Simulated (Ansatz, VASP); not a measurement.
Au in VASP and in Ansatz

```
Au
1.0
     0.00000    2.11903    2.11903
     2.11903    0.00000    2.11903
     2.11903    2.11903    0.00000
Au
1
Cartesian
  0.0000 0.0000 0.0000
```

Change from the starting cell: volume scaled by 1.06, PAW files.

Alike in both runs: task electric field gradients; functional PBE; k mesh 14 × 14 × 14; occupations fermi-dirac, width 0.03 eV; no spin polarisation.

|  | VASP | Ansatz |
| --- | --- | --- |
| version | VASP 6.6.1 | Ansatz 0.2.0 |
| potentials or method | VASP PAW PBE potentials, release 64 (Au) | PAW with Ansatz's default frozen-core files, scalar-relativistic |
| plane-wave cutoff (eV) | 520 | 420 |
| valence electrons in the cell | 11 | 19 |

```csv
,VASP,Ansatz,Ansatz less VASP
pressure (GPa),-6.9,-6.7,+0.15
```

The functional is the same, so the differences come from potentials, cutoffs and numerics. VASP's potentials hold 11 valence electrons a cell and Ansatz's 19, so a difference there can come from the potentials and not from the codes.

Spin-orbit coupling is off throughout.
